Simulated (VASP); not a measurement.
# Sb in VASP: settings compared

Sb is run at these levels: LDA, r2SCAN; tasks: relaxation of cell and atoms.

Program: VASP 6.6.1. These are calculated values, not measurements. Logs are shortened: lines on timing, memory, paths and dates and some standing lists are left out, and cuts for length are marked.

## 1. The cell of the first run

The cell holds a slab with vacuum, 2 atoms: a = 4.129 Å, b = 4.129 Å, c = 26.855 Å, α = 90.00°, β = 90.00°, γ = 120.00°.

## 2. Relaxation of cell and atoms, LDA

Input file INCAR:

```
SYSTEM = Sb
ALGO = Normal
DIPOL = 0.5 0.5 0.345
EDIFF = 1E-7
EDIFFG = -0.005
ENCUT = 500
GGA_COMPAT = .FALSE.
IBRION = 2
IDIPOL = 3
ISIF = 3
ISMEAR = -1
LASPH = .TRUE.
LATTICE_CONSTRAINTS = .TRUE. .TRUE. .FALSE.
LCHARG = .FALSE.
LDIPOL = .TRUE.
LREAL = .FALSE.
LWAVE = .FALSE.
NELM = 120
NELMDL = -8
NELMIN = 4
NSW = 80
PREC = Accurate
SIGMA = 0.02
```

Input file KPOINTS:

```
k-points
0
G
  6 6 1
  0 0 0
```

Input file POSCAR:

```
Sb
1.0
    4.1292798844      0.0000000000      0.0000000000
   -2.0646399422      3.5760612792      0.0000000000
    0.0000000000      0.0000000000     26.8552477996
Sb
2
Direct
    0.3333333333      0.6666666667      0.3146272447
    0.6666666667      0.3333333333      0.3752797723
```

Potentials or basis: VASP PAW LDA potentials, release 64 (Sb).

Launch:

```bash
$ cat potpaw_LDA.64/Sb/POTCAR > POTCAR
$ mpirun -np 1 vasp_std > vasp.out
```

OUTCAR:

```text
SYSTEM = Sb
   EDIFF = 1E-7
   EDIFFG = -0.005
   ENCUT = 500
   IBRION = 2
   ISIF = 3
   ISMEAR = -1
   LASPH = .TRUE.
   LREAL = .FALSE.
   NELM = 120
   NELMDL = -8
   NELMIN = 4
   NSW = 80
   PREC = Accurate

 ion  position               nearest neighbor table
   1  0.333  0.667  0.315-   2 2.89   2 2.89   2 2.89
   2  0.667  0.333  0.375-   1 2.89   1 2.89   1 2.89

  LATTYP: Found a hexagonal cell.
 ALAT       =     4.1292798844
 C/A-ratio  =     6.5036152916

  Lattice vectors:

 A1 = (   4.1292798844,   0.0000000000,   0.0000000000)
 A2 = (  -2.0646399422,   3.5760612792,   0.0000000000)
 A3 = (   0.0000000000,   0.0000000000,  26.8552477996)

Analysis of symmetry for initial positions (statically):
=====================================================================
 Subroutine PRICEL returns:
 Original cell was already a primitive cell.

 Routine SETGRP: Setting up the symmetry group for a
 hexagonal supercell.

 Subroutine GETGRP returns: Found 12 space group operations
 (whereof  6 operations were pure point group operations)
 out of a pool of 24 trial point group operations.

The static configuration has the point symmetry C_3v.
 The point group associated with its full space group is D_3d.

Analysis of symmetry for dynamics (positions and initial velocities):
=====================================================================
 Subroutine PRICEL returns:
 Original cell was already a primitive cell.

 Routine SETGRP: Setting up the symmetry group for a
 hexagonal supercell.

 Subroutine GETGRP returns: Found 12 space group operations
 (whereof  6 operations were pure point group operations)
 out of a pool of 24 trial point group operations.

The dynamic configuration has the point symmetry C_3v.
 The point group associated with its full space group is D_3d.

 Subroutine INISYM returns: Found 12 space group operations
 (whereof  6 operations are pure point group operations),
 and found     1 'primitive' translations

----------------------------------------------------------------------------------------

                                     Primitive cell

  volume of cell :     396.5596

  direct lattice vectors                    reciprocal lattice vectors
     4.129279884  0.000000000  0.000000000     0.242172976  0.139818633  0.000000000
    -2.064639942  3.576061279  0.000000000     0.000000000  0.279637266  0.000000000
     0.000000000  0.000000000 26.855247800     0.000000000  0.000000000  0.037236670

  length of vectors
     4.129279884  4.129279884 26.855247800     0.279637266  0.279637266  0.037236670

  position of ions in fractional coordinates (direct lattice)
     0.333333333  0.666666667  0.314627245
     0.666666667  0.333333333  0.375279772

  ion indices of the primitive-cell ions
   primitive index   ion index
                 1           1
                 2           2

----------------------------------------------------------------------------------------

 KPOINTS: k-points

Automatic generation of k-mesh.
 Grid dimensions read from file:
 generate k-points for:    6    6    1

 Generating k-lattice:

  Cartesian coordinates                     Fractional coordinates (reciprocal lattice)
     0.040362163  0.023303106  0.000000000     0.166666667  0.000000000  0.000000000
     0.000000000  0.046606211  0.000000000     0.000000000  0.166666667  0.000000000
     0.000000000  0.000000000  0.037236670     0.000000000  0.000000000  1.000000000

  Length of vectors
     0.046606211  0.046606211  0.037236670

  Shift w.r.t. Gamma in fractional coordinates (k-lattice)
     0.000000000  0.000000000  0.000000000

 Subroutine IBZKPT returns following result:
 ===========================================

 Found      7 irreducible k-points:

 Following reciprocal coordinates:
            Coordinates               Weight
  0.000000  0.000000  0.000000      1.000000
  0.166667 -0.000000  0.000000      6.000000
  0.333333  0.000000  0.000000      6.000000
  0.500000  0.000000  0.000000      3.000000
  0.166667  0.166667  0.000000      6.000000
  0.333333  0.166667  0.000000     12.000000
  0.333333  0.333333  0.000000      2.000000
   k-points           NKPTS =      7   k-points in BZ     NKDIM =      7   number of bands    NBANDS=      9
   number of dos      NEDOS =    301   number of ions     NIONS =      2
   total plane-waves  NPLWV = 176400
   dimension x,y,z NGX =    30 NGY =   30 NGZ =  196
   dimension x,y,z NGXF=    60 NGYF=   60 NGZF=  392
   ions per type =               2
   NGX,Y,Z   is equivalent  to a cutoff of  12.08, 12.08, 12.13 a.u.
   NGXF,Y,Z  is equivalent  to a cutoff of  24.16, 24.16, 24.27 a.u.
 SYSTEM =  Sb
   PREC   = accura    normal or accurate (medium, high low for compatibility)
   ISTART =      0    job   : 0-new  1-cont  2-samecut
   ICHARG =      2    charge: 1-file 2-atom 10-const
   ISPIN  =      1    spin polarized calculation?
   LNONCOLLINEAR =      F non collinear calculations
   LSORBIT =      F    spin-orbit coupling
   LASPH  =      T    aspherical Exc in radial PAW
   ENCUT  =  500.0 eV  36.75 Ry    6.06 a.u.   7.53  7.53 48.96*2*pi/ulx,y,z
   NELM   =    120;   NELMIN=  4; NELMDL= -8     # of ELM steps
   EDIFF  = 0.1E-06   stopping-criterion for ELM
   LREAL  =      F    real-space projection
   EDIFFG = -.5E-02   stopping-criterion for IOM
   NSW    =     80    number of steps for IOM
   IBRION =      2    ionic relax: 0-MD 1-quasi-New 2-CG
   NFREE  =      1    steps in history (QN), initial steepest desc. (CG)
   ISIF   =      3    stress and relaxation
   ISYM   =      2    0-nonsym 1-usesym 2-fastsym
   POTIM  = 0.5000    time-step for ionic-motion
   TEBEG  =    0.0;   TEEND  =   0.0 temperature during run
   PSTRESS=    0.0 pullay stress
   NELECT =      10.0000    total number of electrons
   NUPDOWN=      -1.0000    fix difference up-down
   EMIN   =  10.00;   EMAX   =-10.00  energy-range for DOS
   EFERMI =   0.00;   METHOD = LEGACY
   ISMEAR =    -1;   SIGMA  =   0.02  broadening in eV -4-tet -1-fermi 0-gaus
   EFERMI_NEDOS =   21; number of points for ismear=-14 and -15
   IALGO  =     38    algorithm
   IMIX   =      4    mixing-type and parameters
     AMIX     =   0.40;   BMIX     =  1.00
     AMIX_MAG =   1.60;   BMIX_MAG =  1.00
  volume/ion in A,a.u.               =     198.28      1338.06
  Fermi-wavevector in a.u.,A,eV,Ry     =   0.480071  0.907202  3.135708  0.230468
  Thomas-Fermi vector in A             =   1.477429
   LORBIT       =      0    0 simple, 1 ext, 2 COOP (PROOUT), +10 PAW based schemes
   GGA     = CA    functional components
   LHFCALC =     F    Hartree Fock is set to
   AEXX    =    0.0000 exact exchange contribution
   IVDW    =     0    specifies the selected vdW correction
   LEPSILON=     F    determine dielectric tensor
   LRPA    =     F    only Hartree local field effects (RPA)
 conjugate gradient relaxation of ions
 non-spin polarized calculation
  energy-cutoff  :      500.00
  volume of cell :      396.56
 maximum number of plane-waves:     10135
   NGX = 15   NGY = 15   NGZ = 97

--------------------------------------- Ionic step        1  -------------------------------------------

 number of electron      10.0000001 magnetization

 Free energy of the ion-electron system (eV)
  ---------------------------------------------------
  ext. energy  EPLUGINS =         0.00000000
  ---------------------------------------------------
  free energy    TOTEN  =        -9.07303466 eV

  energy without entropy =       -9.07303466  energy(sigma->0) =       -9.07303466

------------------------ aborting loop because EDIFF is reached ----------------------------------------

  FORCE on cell =-STRESS in cart. coord.  units (eV):
  Direction    XX          YY          ZZ          XY          YZ          ZX
  --------------------------------------------------------------------------------------
  -------------------------------------------------------------------------------------
  Total       -1.2442349     -1.2442349     -0.5373721      0.0000000     -0.0000000      0.0000000
  in kB       -5.0269494     -5.0269494     -2.1710870      0.0000000     -0.0000000      0.0000000
  external PRESSURE =      -4.0749953 kB  Pullay stress =       0.0000000 kB
[... 125 lines left out ...]
  FREE ENERGIE OF THE ION-ELECTRON SYSTEM (eV)
  ---------------------------------------------------
  free  energy   TOTEN  =        -9.1064482662 eV

  energy  without entropy=       -9.1064482662  energy(sigma->0) =       -9.10644827

 dipolmoment           0.000000      0.000000     -0.000000 electrons x Angstroem

--------------------------------------- Ionic step        5  -------------------------------------------

 number of electron       9.9999999 magnetization

 dipolmoment           0.000000      0.000000      0.000000 electrons x Angstroem

 Free energy of the ion-electron system (eV)
  ---------------------------------------------------
  ext. energy  EPLUGINS =         0.00000000
  ---------------------------------------------------
  free energy    TOTEN  =        -9.10703428 eV

  energy without entropy =       -9.10703428  energy(sigma->0) =       -9.10703428

 E-fermi :  -2.6131     XC(G=0):  -2.0995

 val. band max:       -3.0963432644   @ k =   0.0000   0.0000   0.0000
 cond. band min:      -1.9987978830   @ k =   0.3333   0.0000   0.0000
 fundamental gap:      1.0975453814
 Fermi energy:        -2.6131232129

 k-point     1 :       0.0000    0.0000    0.0000
  band No.  band energies     occupation
      1     -14.8841      2.00000
      2      -9.6144      2.00000
      3      -3.9466      2.00000
      4      -3.0963      2.00000
      5      -3.0963      2.00000
      6      -1.4508      0.00000
      7      -0.2599      0.00000
      8      -0.2599      0.00000
      9       1.2125      0.00000
[... 61 lines left out ...]
 k-point     7 :       0.3333    0.3333    0.0000
  band No.  band energies     occupation
      1     -11.8368      2.00000
      2     -11.8368      2.00000
      3      -6.9756      2.00000
      4      -5.0753      2.00000
      5      -5.0753      2.00000
      6      -1.8527      0.00000
      7       0.4318      0.00000
      8       0.4318      0.00000
      9       3.3668      0.00000

------------------------ aborting loop because EDIFF is reached ----------------------------------------

 vacuum level on the upper side and lower side of the slab       (xc-potential included)        -0.009        -0.007

  FORCE on cell =-STRESS in cart. coord.  units (eV):
  Direction    XX          YY          ZZ          XY          YZ          ZX
  --------------------------------------------------------------------------------------
  -------------------------------------------------------------------------------------
  Total        0.0012749      0.0012749     -0.0039853      0.0000000      0.0000000      0.0000000
  in kB        0.0054408      0.0054408     -0.0170074      0.0000000      0.0000000      0.0000000
  external PRESSURE =      -0.0020419 kB  Pullay stress =       0.0000000 kB

 VOLUME and BASIS-vectors are now :
 -----------------------------------------------------------------------------
  energy-cutoff  :      500.00
  volume of cell :      375.43
      direct lattice vectors                 reciprocal lattice vectors
     4.017778018  0.000000000  0.000000000     0.248893790  0.143698897  0.000000000
    -2.008889009  3.479497830  0.000000000     0.000000000  0.287397794  0.000000000
     0.000000000  0.000000000 26.855247800     0.000000000  0.000000000  0.037236670
[... 8 lines left out ...]
  FREE ENERGIE OF THE ION-ELECTRON SYSTEM (eV)
  ---------------------------------------------------
  free  energy   TOTEN  =        -9.1070342828 eV

  energy  without entropy=       -9.1070342828  energy(sigma->0) =       -9.10703428

 reached required accuracy - stopping structural energy minimisation

 vacuum level on the upper side and lower side of the slab         1.846         1.846
```

Wall time 2.4 min (1 thread of Intel Xeon Platinum 8488C (Sapphire Rapids), shared host); peak memory 0.32 GiB.

What came out:

```yaml
Free_energy: -9.1070 eV
Relaxed_cell: a = 4.018 Å, b = 4.018 Å, c = 26.855 Å, α = 90.00°, β = 90.00°, γ = 120.00°
Space_group_after_relaxing_to_0.1_Å: P-3m1 (No. 164)
Energy_gained_by_relaxing: 17.0 meV/atom
Ionic_steps: 5
Band_gap_on_the_k_mesh: 1.10 eV (least direct gap 1.65 eV)
```

The path:
| step | energy change (eV) | largest force (eV/Å) | pressure (GPa) | volume (Å³) |
| --- | --- | --- | --- | --- |
| 1 | 0.0000 | 0.3288 | -0.41 | 396.56 |
| 2 | -0.0251 | 0.4189 | 0.22 | 373.11 |
| 3 | -0.0311 | 0.1777 | 0.01 | 379.95 |
| 4 | -0.0334 | 0.0799 | 0.01 | 377.46 |
| 5 | -0.0340 | 0.0012 | 0.00 | 375.43 |

Final structure:
```
CELL_PARAMETERS angstrom
4.01778 0.00000 0.00000
-2.00889 3.47950 0.00000
0.00000 0.00000 26.85525
ATOMIC_POSITIONS crystal
Sb 0.33333 0.66667 0.31454
Sb 0.66667 0.33333 0.37537
```

Caveat: the relaxation moved the vacuum too, so the length across it says nothing of the material; spin-orbit coupling is left out, which moves the levels of the heavy elements.

## 3. Relaxation of cell and atoms, r2SCAN

POSCAR is that of step 2.

Input file INCAR.step1:

```
SYSTEM = Sb
ALGO     = Normal         ! electronic algorithm
DIPOL    = 0.5 0.5 0.345
EDIFF    = 1E-5           ! SCF threshold, eV
EDIFFG   = -0.005         ! ionic threshold
ENCUT    = 550            ! plane-wave cutoff, eV
GGA      = PE             ! functional
GGA_COMPAT= .FALSE.      
IBRION   = 2              ! ionic algorithm
IDIPOL   = 3            
ISIF     = 3              ! what is computed and relaxed
ISMEAR   = -1             ! smearing method
LASPH    = .TRUE.         ! aspherical terms in the spheres
LATTICE_CONSTRAINTS= .TRUE. .TRUE. .FALSE.
LCHARG   = .FALSE.        ! write CHGCAR
LDIPOL   = .TRUE.       
LREAL    = .FALSE.        ! projectors in reciprocal space
LWAVE    = .TRUE.         ! write WAVECAR
NELM     = 120            ! most SCF steps
NELMDL   = -8           
NELMIN   = 4            
NSW      = 100            ! ionic steps
PREC     = Accurate       ! precision mode
SIGMA    = 0.02           ! smearing width, eV
```

Input file INCAR.step2:

```
SYSTEM = Sb
ALGO     = Normal         ! electronic algorithm
DIPOL    = 0.5 0.5 0.345
EDIFF    = 1E-7           ! SCF threshold, eV
EDIFFG   = -0.005         ! ionic threshold
ENCUT    = 550            ! plane-wave cutoff, eV
GGA_COMPAT= .FALSE.      
IBRION   = 2              ! ionic algorithm
IDIPOL   = 3            
ISIF     = 3              ! what is computed and relaxed
ISMEAR   = -1             ! smearing method
ISTART   = 1            
LASPH    = .TRUE.         ! aspherical terms in the spheres
LATTICE_CONSTRAINTS= .TRUE. .TRUE. .FALSE.
LCHARG   = .FALSE.        ! write CHGCAR
LDIPOL   = .TRUE.       
LMIXTAU  = .TRUE.       
LREAL    = .FALSE.        ! projectors in reciprocal space
LWAVE    = .FALSE.        ! write WAVECAR
METAGGA  = R2SCAN         ! meta-GGA
NELM     = 120            ! most SCF steps
NELMIN   = 4            
NSW      = 80             ! ionic steps
PREC     = Accurate       ! precision mode
SIGMA    = 0.02           ! smearing width, eV
```

KPOINTS is that of step 2.

Potentials or basis: VASP PAW PBE potentials, release 64 (Sb).

Launch:

```bash
$ cat potpaw_PBE.64/Sb/POTCAR > POTCAR
$ cp INCAR.step1 INCAR
$ mpirun -np 1 vasp_std > vasp.out
$ cp INCAR.step2 INCAR
$ mpirun -np 1 vasp_std > vasp.out
```

Wall time 21 min (1 thread of Intel Xeon Platinum 8488C (Sapphire Rapids), shared host); peak memory 0.59 GiB.

It converged, with:

```yaml
Free_energy: -51.2117 eV
Relaxed_cell: a = 4.104 Å, b = 4.104 Å, c = 26.855 Å, α = 90.00°, β = 90.00°, γ = 120.00°
Space_group_after_relaxing_to_0.1_Å: P-3m1 (No. 164)
Energy_gained_by_relaxing: 1.5 meV/atom
Ionic_steps: 6
Largest_force_after_relaxing: 0.003 eV/Å
Band_gap_on_the_k_mesh: 1.59 eV (least direct gap 2.00 eV)
```

Forces on the atoms (eV/Å):
```
Sb   0.000  0.000 -0.003
Sb   0.000  0.000  0.003
```

The path:
```tsv
step	energy change (eV)	largest force (eV/Å)	pressure (GPa)	volume (Å³)
1	0.0000	0.1552	-0.13	396.56
2	-0.0022	0.1108	0.07	389.52
3	-0.0030	0.0178	0.00	391.91
4	-0.0030	0.0142	0.00	392.00
5	-0.0030	0.0052	0.00	391.74
6	-0.0030	0.0035	0.00	391.69
```

Final structure:
```
Sb
1.0
     4.10384    0.00000    0.00000
    -2.05192    3.55403    0.00000
     0.00000    0.00000   26.85525
Sb
2
Direct
  0.33333 0.66667 0.31478
  0.66667 0.33333 0.37513
```

Levels at points of the mesh, in eV from the valence-band top:
```
           k point  band 3  band 4  band 5  band 6  band 7  band 8
(0.00, 0.00, 0.00)   -0.51    0.00    0.00    2.00    3.04    3.04
(0.50, 0.00, 0.00)   -2.99   -1.65   -1.42    1.93    2.82    3.92
```

Caveat: the relaxation moved the vacuum too, so the length across it says nothing of the material; the PAW data sets were made with another functional, which shifts forces and pressure a little; spin-orbit coupling is left out, which moves the levels of the heavy elements.
